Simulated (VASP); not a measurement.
Wanted: the native input for a VASP 6.6.1 run.

| Quantity | Value |
| --- | --- |
| Task | single point |
| Functional | LDA |
| Potentials or basis | VASP PAW LDA potentials, release 64 (Mg, H) |
| Cutoff | 520 eV |
| k mesh | 8 × 8 × 8 |
| Occupations | fermi-dirac, width 0.1 eV |
| Spin | no spin polarisation |
| Dipole correction | no |
| Further INCAR settings | ALGO = Normal; EDIFF = 1e-06; NBANDS = 9 |

The structure of MgH2 lies in POSCAR:

```
MgH2
1.0
    0.0000000000      2.3488864741      2.3488864741
    2.3488864741      0.0000000000      2.3488864741
    2.3488864741      2.3488864741      0.0000000000
Mg H
1 2
Direct
    0.0000000000      0.0000000000      0.0000000000
    0.7500000000      0.7500000000      0.7500000000
    0.2500000000      0.2500000000      0.2500000000
```

These files were run (other wordings do the same):

INCAR

```
PREC = Accurate
ENCUT = 520
EDIFF = 1E-6
ISMEAR = -1
SIGMA = 0.1
LREAL = F
LASPH = T
NELM = 80
ALGO = Normal
ISIF = 2
LWAVE = F
LCHARG = F
GGA = CA
NBANDS = 9
```

KPOINTS

```
regular mesh
0
Gamma
  8 8 8
```

Potentials or basis: VASP PAW LDA potentials, release 64 (Mg, H).

Run with:

```bash
$ cat potpaw_LDA.64/Mg/POTCAR potpaw_LDA.64/H/POTCAR > POTCAR
$ mpirun -np 1 vasp_std > vasp.out
```

Results of the run:

```json
{
  "Pressure": "-1.8 GPa",
  "Band gap on the k mesh": "zero (band 2 reaches 4.26 eV, above the bottom of band 3 at 2.43 eV)"
}
```

It took 4.8 s on 1 thread of Intel Xeon 6975P-C, on a shared host, peak memory 0.14 GiB.
